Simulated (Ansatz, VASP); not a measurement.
In in VASP and in Ansatz

INCAR

```
SYSTEM = In
  PREC = Accurate
  ENCUT = 600
  EDIFF = 1E-6
  ISMEAR = 0
  SIGMA = 0.1
  LREAL = .False.
  LASPH = .True.
  NELM = 100
  ALGO = Normal
  ISIF = 3
  LWAVE = .False.
  LCHARG = .False.
  GGA = PS
  IBRION = 2
  NSW = 100
  EDIFFG = -0.005
```

File KPOINTS:

```
regular mesh
0
Gamma
  16 16 16
  0 0 0
```

Contents of POSCAR:

```
In
1.0
   -1.8825252400      1.8825252400      1.8825252400
    1.8825252400     -1.8825252400      1.8825252400
    1.8825252400      1.8825252400     -1.8825252400
In
1
Direct
    0.0000000000      0.0000000000      0.0000000000
```

Input for Ansatz:

```yaml
crystal:
  lattice:
    - [-1.88252524, 1.88252524, 1.88252524]
    - [1.88252524, -1.88252524, 1.88252524]
    - [1.88252524, 1.88252524, -1.88252524]
  atoms:
    - { symbol: In, position: [0.0, 0.0, 0.0] }
basis:
  ecutwfc: 420
kpoints:
  mp_grid: { grid: [16, 16, 16] }
hamiltonian:
  xc: pbesol
scf:
  occupations: { method: gaussian, width: 0.1 }
output:
  forces: true
  stress: true
  eigenvalues: true
relax:
  adjacent_minimum: "off"
  f_tol: 0.005
  max_steps: 80
  cell: { stress_tol: 0.05 }
```

Alike in both runs: task relaxation of cell and atoms; functional PBEsol; k mesh 16 × 16 × 16; occupations gaussian, width 0.1 eV; no spin polarisation.

|  | VASP | Ansatz |
| --- | --- | --- |
| version | VASP 6.6.1 | Ansatz 0.2.0 |
| potentials or method | VASP PAW PBE potentials, release 64 (In_d), cutoff 600 eV | scalar-relativistic, plane waves, PAW |
| valence electrons in the cell | 13 | 13 |

|  | VASP | Ansatz | Ansatz less VASP |
| --- | --- | --- | --- |
| gap on the k mesh at the Fermi level, each at its own relaxed structure (eV) | none | none | - |
| relaxed volume (Å³/atom) | 25.90 | 25.86 | -0.037 |
| relaxed cell length with the largest relative difference (Å) | 3.228 | 3.227 | -0.0015 |

VASP's potentials were made for PBE, not for PBEsol. A gap of «none» marks a metal or a gap that the smearing closes.
